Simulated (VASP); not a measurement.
Set up this calculation in VASP 6.6.1, as the native input.

```yaml
Task: single point
Functional: PBEsol
Potentials_or_basis: VASP PAW PBE potentials, release 64 (W_sv, S)
Cutoff: 520 eV
k_mesh: 12 × 12 × 2
Occupations: gaussian, width 0.02 eV
Spin: no spin polarisation
Dipole_correction: no
Further_INCAR_settings: ALGO = Normal; EDIFF = 1e-06; NBANDS = 20
```

The structure of WS2 lies in POSCAR:

```
WS2
1.0
    3.1457762274      0.0000000000      0.0000000000
   -1.5728881137      2.7243221276      0.0000000000
    1.0172052637      0.0000000000     16.9534210617
W S
1 2
Direct
    0.3333335504      0.6666671008      0.0000000000
    0.6965498516      0.3333331162      0.9075648434
    0.6367832646      0.3333331162      0.0924351566
```

The input as run:

INCAR

```
SYSTEM = WS2
PREC = Accurate
ENCUT = 520
EDIFF = 1E-6
ISMEAR = 0
SIGMA = 0.02
LREAL = .FALSE.
LASPH = .TRUE.
NELM = 100
ALGO = Normal
ISIF = 2
LWAVE = .FALSE.
LCHARG = .TRUE.
GGA = PS
LELF = .TRUE.
LVHAR = .TRUE.
NBANDS = 20
```

KPOINTS

```
regular mesh
0
G
  12 12 2
  0 0 0
```

Potentials or basis: VASP PAW PBE potentials, release 64 (W_sv, S).

Command:

```console
$ cat potpaw_PBE.64/W_sv/POTCAR potpaw_PBE.64/S/POTCAR > POTCAR
$ mpirun -np 1 vasp_std > vasp.out
```

It gave:

| Property | Result |
| --- | --- |
| Largest force | 0.017 eV/Å |
| Band gap on the k mesh | 1.94 eV |

Caveat: there is no dipole correction, which matters where the two faces differ; the PAW data sets were made with another functional, which shifts forces and pressure a little; spin-orbit coupling is left out, which moves the levels of the heavy elements.

It took 4.8 min on 1 thread of AMD EPYC 7R43 64-Core Processor (Zen 3) (shared host), peak memory 0.35 GiB.
